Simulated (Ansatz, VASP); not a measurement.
# Pd: VASP beside Ansatz

The input INCAR:

```
SYSTEM = Pd
PREC     = Accurate       ! precision mode
ENCUT    = 500            ! plane-wave cutoff, eV
EDIFF    = 1E-6           ! SCF threshold, eV
ISMEAR   = -1             ! smearing method
SIGMA    = 0.0272         ! smearing width, eV
LREAL    = .False.        ! projectors in reciprocal space
LASPH    = .True.         ! aspherical terms in the spheres
NELM     = 120            ! most SCF steps
ALGO     = Normal         ! electronic algorithm
ISIF     = 2              ! what is computed and relaxed
LWAVE    = .False.        ! write WAVECAR
LCHARG   = .True.         ! write CHGCAR
LELF     = .True.         ! ELF
LVHAR    = .True.       
NBANDS   = 11             ! bands
GGA_COMPAT= .False.
```

Contents of KPOINTS:

```
Automatic mesh
0
Gamma
  12 12 12
  0 0 0
```

The input POSCAR:

```
Pd
1.0
    0.0000000000      1.9465000000      1.9465000000
    1.9465000000      0.0000000000      1.9465000000
    1.9465000000      1.9465000000      0.0000000000
Pd
1
Direct
    0.0000000000      0.0000000000      0.0000000000
```

Input for Ansatz:

```yaml
crystal:
  lattice:
    - [0.0, 1.9465, 1.9465]
    - [1.9465, 0.0, 1.9465]
    - [1.9465, 1.9465, 0.0]
  atoms:
    - { symbol: Pd, position: [0.0, 0.0, 0.0] }
kpoints:
  mp_grid: { grid: [12, 12, 12] }
scf:
  occupations: { method: fermi_dirac, width: 0.0272 }
hamiltonian:
  xc: lda
  pseudopotentials: { kind: all_electron, lapw: { basis_error: 0.001 } }
output:
  forces: true
  stress: true
  eigenvalues: true
  eigenstates:
    nscf_kmesh: { grid: [20, 20, 20] }
    de_dk: true
    e_range: [-14, 14]
  optics:
    e_range: [0, 20]
    de: 0.2
    sigma: 0.15
    bands: { spectra_wanted_up_to: 20 }
    nscf_kmesh: { grid: [20, 20, 20] }
    drude_damping: 0.109
checkpoint:
  write: ck
  write_wavefunctions: false
```

Alike in both runs: task single point; functional LDA; k mesh 12 × 12 × 12; occupations fermi-dirac, width 0.0272 eV; no spin polarisation.

```csv
,VASP,Ansatz
version,VASP 6.6.1,Ansatz 0.2.0
potentials or method,"VASP PAW LDA potentials, release 64 (Pd), cutoff 500 eV","all-electron LAPW, scalar-relativistic"
```

VASP gave:

- pressure (GPa): -8.5

Q: Estimate Ansatz's values.

A: Pressure (GPa): -8.8.

LDA's correlation is that of Perdew and Zunger in VASP and of Perdew and Wang (1992) in Ansatz. Ansatz ran all-electron here, and VASP with PAW potentials. Ansatz's warnings: optics on partly filled bands.
